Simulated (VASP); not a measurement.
# Ge7Os (Fm-3m) in VASP: notebook

Ge7Os is run at these levels: PBE; tasks: single point.

Program: VASP 6.6.1. These are calculated values, not measurements. Logs are shortened: lines on timing, memory, paths and dates and some standing lists are left out, and cuts for length are marked.

## 1. The cell of the first run

The structure is cubic, space group Fm-3m (No. 225). The conventional cell has a = 8.890 Å, b = 8.890 Å, c = 8.890 Å, α = 90.00°, β = 90.00°, γ = 90.00°. Within 2.4 Å of Ge (site symmetry 4mm) lie 1 Os at 1.82 Å. Ge (site symmetry m-3m) has 6 Ge at 2.63 Å within 3.5 Å. Os (site symmetry m-3m) has 6 Ge at 1.82 Å within 2.4 Å.

## 2. Single point, PBE

Contents of INCAR:

```
ALGO = Normal
EDIFF = 1E-7
ENCUT = 520
GGA = PE
ISIF = 2
ISMEAR = 0
LASPH = True
LCHARG = False
LREAL = False
LWAVE = False
NBANDS = 63
NELM = 60
PREC = Accurate
SIGMA = 0.1
```

Contents of KPOINTS:

```
k-points
0
Gamma
  4 4 4
```

Contents of POSCAR:

```
Ge7Os
1.0
    0.0000000000      4.4451164600      4.4451164600
    4.4451164600      0.0000000000      4.4451164600
    4.4451164600      4.4451164600      0.0000000000
Ge Os
7 1
Direct
    0.2045610900      0.7954389100      0.7954389100
    0.7954389100      0.2045610900      0.2045610900
    0.7954389100      0.2045610900      0.7954389100
    0.2045610900      0.7954389100      0.2045610900
    0.7954389100      0.7954389100      0.2045610900
    0.2045610900      0.2045610900      0.7954389100
    0.5000000000      0.5000000000      0.5000000000
    0.0000000000      0.0000000000      0.0000000000
```

Potentials or basis: VASP PAW PBE potentials, release 64 (Ge_d, Os).

Started as:

```console
$ cat potpaw_PBE.64/Ge_d/POTCAR potpaw_PBE.64/Os/POTCAR > POTCAR
$ mpirun -np 1 vasp_std > vasp.out
```

OUTCAR:

```text
EDIFF = 1E-7
   ENCUT = 520
   GGA = PE
   ISIF = 2
   ISMEAR = 0
   LASPH = True
   LREAL = False
   NELM = 60
   PREC = Accurate

 ion  position               nearest neighbor table
   1  0.205  0.795  0.795-   8 1.82   4 2.57   5 2.57   6 2.57   3 2.57   7 2.63
   2  0.795  0.205  0.205-   8 1.82   4 2.57   5 2.57   6 2.57   3 2.57   7 2.63
   3  0.795  0.205  0.795-   8 1.82   2 2.57   5 2.57   6 2.57   1 2.57   7 2.63
   4  0.205  0.795  0.205-   8 1.82   2 2.57   5 2.57   6 2.57   1 2.57   7 2.63
   5  0.795  0.795  0.205-   8 1.82   2 2.57   3 2.57   4 2.57   1 2.57   7 2.63
   6  0.205  0.205  0.795-   8 1.82   2 2.57   3 2.57   4 2.57   1 2.57   7 2.63
   7  0.500  0.500  0.500-   1 2.63   2 2.63   3 2.63   4 2.63   5 2.63   6 2.63
   8  0.000  0.000  0.000-   1 1.82   2 1.82   3 1.82   4 1.82   5 1.82   6 1.82

  LATTYP: Found a face centered cubic cell.
 ALAT       =     8.8902329200

  Lattice vectors:

 A1 = (   0.0000000000,   4.4451164600,   4.4451164600)
 A2 = (   4.4451164600,   0.0000000000,   4.4451164600)
 A3 = (   4.4451164600,   4.4451164600,   0.0000000000)

Analysis of symmetry for initial positions (statically):
=====================================================================
 Subroutine PRICEL returns:
 Original cell was already a primitive cell.

 Routine SETGRP: Setting up the symmetry group for a
 face centered cubic supercell.

 Subroutine GETGRP returns: Found 48 space group operations
 (whereof 48 operations were pure point group operations)
 out of a pool of 48 trial point group operations.

The static configuration has the point symmetry O_h .

Analysis of symmetry for dynamics (positions and initial velocities):
=====================================================================
 Subroutine PRICEL returns:
 Original cell was already a primitive cell.

 Routine SETGRP: Setting up the symmetry group for a
 face centered cubic supercell.

 Subroutine GETGRP returns: Found 48 space group operations
 (whereof 48 operations were pure point group operations)
 out of a pool of 48 trial point group operations.

The dynamic configuration has the point symmetry O_h .

 Subroutine INISYM returns: Found 48 space group operations
 (whereof 48 operations are pure point group operations),
 and found     1 'primitive' translations

----------------------------------------------------------------------------------------

                                     Primitive cell

  volume of cell :     175.6626

  direct lattice vectors                    reciprocal lattice vectors
     0.000000000  4.445116460  4.445116460    -0.112482992  0.112482992  0.112482992
     4.445116460  0.000000000  4.445116460     0.112482992 -0.112482992  0.112482992
     4.445116460  4.445116460  0.000000000     0.112482992  0.112482992 -0.112482992

  length of vectors
     6.286343984  6.286343984  6.286343984     0.194826257  0.194826257  0.194826257

  position of ions in fractional coordinates (direct lattice)
     0.204561090  0.795438910  0.795438910
     0.795438910  0.204561090  0.204561090
     0.795438910  0.204561090  0.795438910
     0.204561090  0.795438910  0.204561090
     0.795438910  0.795438910  0.204561090
     0.204561090  0.204561090  0.795438910
     0.500000000  0.500000000  0.500000000
     0.000000000  0.000000000  0.000000000

  ion indices of the primitive-cell ions
   primitive index   ion index
                 1           1
                 2           2
                 3           3
                 4           4
                 5           5
                 6           6
                 7           7
                 8           8

----------------------------------------------------------------------------------------

 KPOINTS: k-points

Automatic generation of k-mesh.
 Grid dimensions read from file:
 generate k-points for:    4    4    4

 Generating k-lattice:

  Cartesian coordinates                     Fractional coordinates (reciprocal lattice)
    -0.028120748  0.028120748  0.028120748     0.250000000  0.000000000  0.000000000
     0.028120748 -0.028120748  0.028120748     0.000000000  0.250000000  0.000000000
     0.028120748  0.028120748 -0.028120748     0.000000000  0.000000000  0.250000000

  Length of vectors
     0.048706564  0.048706564  0.048706564

  Shift w.r.t. Gamma in fractional coordinates (k-lattice)
     0.000000000  0.000000000  0.000000000

 Subroutine IBZKPT returns following result:
 ===========================================

 Found      8 irreducible k-points:

 Following reciprocal coordinates:
            Coordinates               Weight
  0.000000  0.000000  0.000000      1.000000
  0.250000  0.000000  0.000000      8.000000
  0.500000  0.000000  0.000000      4.000000
  0.250000  0.250000  0.000000      6.000000
  0.500000  0.250000  0.000000     24.000000
 -0.250000  0.250000  0.000000     12.000000
  0.500000  0.500000  0.000000      3.000000
 -0.250000  0.500000  0.250000      6.000000
   k-points           NKPTS =      8   k-points in BZ     NKDIM =      8   number of bands    NBANDS=     63
   number of dos      NEDOS =    301   number of ions     NIONS =      8
   total plane-waves  NPLWV = 110592
   dimension x,y,z NGX =    48 NGY =   48 NGZ =   48
   dimension x,y,z NGXF=    96 NGYF=   96 NGZF=   96
   ions per type =               7   1
   NGX,Y,Z   is equivalent  to a cutoff of  12.69, 12.69, 12.69 a.u.
   NGXF,Y,Z  is equivalent  to a cutoff of  25.39, 25.39, 25.39 a.u.
 SYSTEM =  unknown system
   PREC   = accura    normal or accurate (medium, high low for compatibility)
   ISTART =      0    job   : 0-new  1-cont  2-samecut
   ICHARG =      2    charge: 1-file 2-atom 10-const
   ISPIN  =      1    spin polarized calculation?
   LNONCOLLINEAR =      F non collinear calculations
   LSORBIT =      F    spin-orbit coupling
   LASPH  =      T    aspherical Exc in radial PAW
   ENCUT  =  520.0 eV  38.22 Ry    6.18 a.u.  11.69 11.69 11.69*2*pi/ulx,y,z
   NELM   =     60;   NELMIN=  2; NELMDL= -5     # of ELM steps
   EDIFF  = 0.1E-06   stopping-criterion for ELM
   LREAL  =      F    real-space projection
   EDIFFG = 0.1E-05   stopping-criterion for IOM
   NSW    =      0    number of steps for IOM
   IBRION =     -1    ionic relax: 0-MD 1-quasi-New 2-CG
   NFREE  =      0    steps in history (QN), initial steepest desc. (CG)
   ISIF   =      2    stress and relaxation
   ISYM   =      2    0-nonsym 1-usesym 2-fastsym
   POTIM  = 0.5000    time-step for ionic-motion
   TEBEG  =    0.0;   TEEND  =   0.0 temperature during run
   PSTRESS=    0.0 pullay stress
   NELECT =     106.0000    total number of electrons
   NUPDOWN=      -1.0000    fix difference up-down
   EMIN   =  10.00;   EMAX   =-10.00  energy-range for DOS
   EFERMI =   0.00;   METHOD = LEGACY
   ISMEAR =     0;   SIGMA  =   0.10  broadening in eV -4-tet -1-fermi 0-gaus
   EFERMI_NEDOS =   21; number of points for ismear=-14 and -15
   IALGO  =     38    algorithm
   IMIX   =      4    mixing-type and parameters
     AMIX     =   0.40;   BMIX     =  1.00
     AMIX_MAG =   1.60;   BMIX_MAG =  1.00
  volume/ion in A,a.u.               =      21.96       148.18
  Fermi-wavevector in a.u.,A,eV,Ry     =   1.383408  2.614262 26.039074  1.913818
  Thomas-Fermi vector in A             =   2.508009
   LORBIT       =      0    0 simple, 1 ext, 2 COOP (PROOUT), +10 PAW based schemes
   GGA     = PE    functional components
   LHFCALC =     F    Hartree Fock is set to
   AEXX    =    0.0000 exact exchange contribution
   IVDW    =     0    specifies the selected vdW correction
   LEPSILON=     F    determine dielectric tensor
   LRPA    =     F    only Hartree local field effects (RPA)
 non-spin polarized calculation
 Gauss-broadening in eV      SIGMA  =   0.10
  energy-cutoff  :      520.00
  volume of cell :      175.66
 maximum number of plane-waves:      4766
 NGX is ok and might be reduce to    48
   NGX = 23   NGY = 23   NGZ = 23

 number of electron     106.0000027 magnetization

 Free energy of the ion-electron system (eV)
  ---------------------------------------------------
  ext. energy  EPLUGINS =         0.00000000
  ---------------------------------------------------
  free energy    TOTEN  =         2.38656811 eV

  energy without entropy =        2.40135102  energy(sigma->0) =        2.39395957

 E-fermi :   5.3229     XC(G=0):  -9.8852

 val. band max:        5.1286162257   @ k =   0.5000   0.5000   0.0000
 cond. band min:       5.3542713269   @ k =   0.2500   0.2500   0.0000
 fundamental gap:      0.2256551011
 Fermi energy:         5.3228737363

 k-point     1 :       0.0000    0.0000    0.0000
  band No.  band energies     occupation
      1     -21.3654      2.00000
      2     -21.3654      2.00000
      3     -21.2490      2.00000
      4     -21.2490      2.00000
      5     -21.2490      2.00000
      6     -21.1266      2.00000
[... 55 lines left out ...]
     62      11.4853      0.00000
     63      11.4858      0.00000

 k-point     2 :       0.2500    0.0000    0.0000
  band No.  band energies     occupation
      1     -21.3636      2.00000
      2     -21.3636      2.00000
      3     -21.2474      2.00000
      4     -21.2469      2.00000
      5     -21.2469      2.00000
      6     -21.1240      2.00000
[... 55 lines left out ...]
     62      10.0476      0.00000
     63      10.0476      0.00000

 k-point     3 :       0.5000    0.0000    0.0000
  band No.  band energies     occupation
      1     -21.3616      2.00000
      2     -21.3616      2.00000
      3     -21.2458      2.00000
      4     -21.2447      2.00000
      5     -21.2447      2.00000
      6     -21.1213      2.00000
[... 55 lines left out ...]
     62       9.8570      0.00000
     63       9.8570      0.00000

 k-point     4 :       0.2500    0.2500    0.0000
  band No.  band energies     occupation
      1     -21.3654      2.00000
      2     -21.3632      2.00000
      3     -21.2488      2.00000
      4     -21.2454      2.00000
      5     -21.2454      2.00000
      6     -21.1247      2.00000
[... 55 lines left out ...]
     62       8.7646      0.00000
     63       9.3725      0.00000

 k-point     5 :       0.5000    0.2500    0.0000
  band No.  band energies     occupation
      1     -21.3640      2.00000
      2     -21.3635      2.00000
      3     -21.2469      2.00000
      4     -21.2438      2.00000
      5     -21.2435      2.00000
      6     -21.1237      2.00000
[... 55 lines left out ...]
     62       8.6146      0.00000
     63      10.0488      0.00000

 k-point     6 :      -0.2500    0.2500    0.0000
  band No.  band energies     occupation
      1     -21.3644      2.00000
      2     -21.3615      2.00000
      3     -21.2456      2.00000
      4     -21.2451      2.00000
      5     -21.2450      2.00000
      6     -21.1229      2.00000
[... 55 lines left out ...]
     62       9.0072      0.00000
     63       9.6105      0.00000

 k-point     7 :       0.5000    0.5000    0.0000
  band No.  band energies     occupation
      1     -21.3664      2.00000
      2     -21.3653      2.00000
      3     -21.2486      2.00000
      4     -21.2422      2.00000
      5     -21.2422      2.00000
      6     -21.1261      2.00000
[... 55 lines left out ...]
     62       8.2446      0.00000
     63      10.5087      0.00000

 k-point     8 :      -0.2500    0.5000    0.2500
  band No.  band energies     occupation
      1     -21.3661      2.00000
      2     -21.3628      2.00000
      3     -21.2452      2.00000
      4     -21.2452      2.00000
      5     -21.2422      2.00000
      6     -21.1244      2.00000
[... 55 lines left out ...]
     62       8.9060      0.00000
     63       9.3109      0.00000

------------------------ aborting loop because EDIFF is reached ----------------------------------------

  FORCE on cell =-STRESS in cart. coord.  units (eV):
  Direction    XX          YY          ZZ          XY          YZ          ZX
  --------------------------------------------------------------------------------------
  -------------------------------------------------------------------------------------
  Total      110.7914530    110.7914530    110.7914530      0.0000000      0.0000000      0.0000000
  in kB     1010.5025495   1010.5025495   1010.5025495      0.0000000      0.0000000      0.0000000
  external PRESSURE =    1010.5025495 kB  Pullay stress =       0.0000000 kB

 VOLUME and BASIS-vectors are now :
 -----------------------------------------------------------------------------
  energy-cutoff  :      520.00
  volume of cell :      175.66
      direct lattice vectors                 reciprocal lattice vectors
     0.000000000  4.445116460  4.445116460    -0.112482992  0.112482992  0.112482992
     4.445116460  0.000000000  4.445116460     0.112482992 -0.112482992  0.112482992
     4.445116460  4.445116460  0.000000000     0.112482992  0.112482992 -0.112482992

 POSITION                                       TOTAL-FORCE (eV/Angst)
 -----------------------------------------------------------------------------------
      7.07164      4.44512      4.44512       -32.115857      0.000000     -0.000000
      1.81860      4.44512      4.44512        32.115857      0.000000     -0.000000
      4.44512      7.07164      4.44512         0.000000    -32.115857     -0.000000
      4.44512      1.81860      4.44512         0.000000     32.115857     -0.000000
      4.44512      4.44512      7.07164         0.000000      0.000000    -32.115857
      4.44512      4.44512      1.81860         0.000000      0.000000     32.115857
      4.44512      4.44512      4.44512         0.000000      0.000000     -0.000000
      0.00000      0.00000      0.00000         0.000000      0.000000     -0.000000
 -----------------------------------------------------------------------------------
    total drift:                                0.000000     -0.000000      0.000000

  FREE ENERGIE OF THE ION-ELECTRON SYSTEM (eV)
  ---------------------------------------------------
  free  energy   TOTEN  =         2.3865681099 eV

  energy  without entropy=        2.4013510202  energy(sigma->0) =        2.39395957
```

Run time: 1.9 min. Hardware: 1 thread of Intel Xeon Platinum 8488C (Sapphire Rapids), shared host; peak memory 0.35 GiB.

Results:

| Item | Value |
| --- | --- |
| Free energy | 2.3866 eV |
| Pressure | 101.1 GPa |
| Largest force | 32.116 eV/Å |
| Band gap on the k mesh | zero (band 53 reaches 5.38 eV, above the bottom of band 54 at 4.57 eV) |

Forces on the atoms (eV/Å):
```
Ge  -32.116   0.000   0.000
Ge   32.116   0.000   0.000
Ge    0.000 -32.116   0.000
Ge    0.000  32.116   0.000
Ge    0.000   0.000 -32.116
Ge    0.000   0.000  32.116
Ge    0.000   0.000   0.000
Os    0.000   0.000   0.000
```

Levels at points of the mesh, in eV from the Fermi level:
| k point | band 49 | band 50 | band 51 | band 52 | band 53 | band 54 | band 55 | band 56 | band 57 | band 58 |
| --- | --- | --- | --- | --- | --- | --- | --- | --- | --- | --- |
| (0.00, 0.00, 0.00) | -3.20 | -3.20 | -1.02 | -0.75 | -0.75 | -0.75 | 1.18 | 1.18 | 1.18 | 2.22 |
| (0.50, 0.00, 0.00) | -1.09 | -1.09 | -0.42 | -0.39 | -0.39 | 0.51 | 0.71 | 0.71 | 1.55 | 2.27 |
| (0.50, 0.50, 0.00) | -2.46 | -1.94 | -1.22 | -0.99 | -0.19 | 0.18 | 0.18 | 0.44 | 1.85 | 1.85 |

Caveat: spin-orbit coupling is left out, which moves the levels of the heavy elements; forces of over 1 eV/Å act on the atoms, so gaps and moduli don't describe the material at rest.

## 3. Single point, PBE

This run uses another cell than the first one, of 29.45 Å³/atom, 1.341 times its volume.

Contents of INCAR:

```
PREC = Accurate ; ENCUT = 520
EDIFF = 1E-6 ; ISMEAR = 0
SIGMA = 0.1 ; LREAL = False
LASPH = True ; NELM = 60
ALGO = Normal ; ISIF = 2
LWAVE = False ; LCHARG = False
GGA = PE ; NBANDS = 63
```

Contents of KPOINTS:

```
regular mesh
0
Gamma
  4 4 4
```

Contents of POSCAR:

```
Ge7Os
1.0
    0.0000000000      4.9019208404      4.9019208404
    4.9019208404      0.0000000000      4.9019208404
    4.9019208404      4.9019208404      0.0000000000
Ge Os
7 1
Direct
    0.2479959980      0.7520040020      0.7520040020
    0.7520040020      0.2479959980      0.2479959980
    0.7520040020      0.2479959980      0.7520040020
    0.2479959980      0.7520040020      0.2479959980
    0.7520040020      0.7520040020      0.2479959980
    0.2479959980      0.2479959980      0.7520040020
    0.5000000000      0.5000000000      0.5000000000
    0.0000000000      0.0000000000      0.0000000000
```

Potentials or basis: VASP PAW PBE potentials, release 64 (Ge_d, Os).

Started as:

```console
$ cat potpaw_PBE.64/Ge_d/POTCAR potpaw_PBE.64/Os/POTCAR > POTCAR
$ mpirun -np 1 vasp_std > vasp.out
```

Run time: 6.1 min. Hardware: 1 thread of Intel Xeon Platinum 8488C (Sapphire Rapids), shared host; peak memory 0.42 GiB.

It converged, with:

```
Free energy            : -36.3825 eV
Pressure               : 0.2 GPa
Largest force          : 0.014 eV/Å
Band gap on the k mesh : zero (band 53 reaches 2.87 eV, above the bottom of band 54 at 2.50 eV)
```

Forces in eV/Å, atoms in the order of the input:
```
Ge  -0.014  0.000  0.000
Ge   0.014  0.000  0.000
Ge   0.000 -0.014  0.000
Ge   0.000  0.014  0.000
Ge   0.000  0.000 -0.014
Ge   0.000  0.000  0.014
Ge   0.000  0.000  0.000
Os   0.000  0.000  0.000
```

Levels at points of the mesh, in eV from the Fermi level:
| k point | band 50 | band 51 | band 52 | band 53 | band 54 | band 55 | band 56 | band 57 |
| --- | --- | --- | --- | --- | --- | --- | --- | --- |
| (0.00, 0.00, 0.00) | -2.35 | -0.62 | -0.36 | -0.36 | -0.36 | 1.55 | 1.55 | 1.55 |
| (0.50, 0.00, 0.00) | -1.26 | -1.26 | -0.04 | -0.04 | 0.84 | 1.01 | 1.01 | 1.40 |
| (0.50, 0.50, 0.00) | -2.20 | -0.89 | -0.50 | -0.24 | 0.05 | 0.05 | 0.25 | 0.25 |

Caveat: spin-orbit coupling is left out, which moves the levels of the heavy elements.
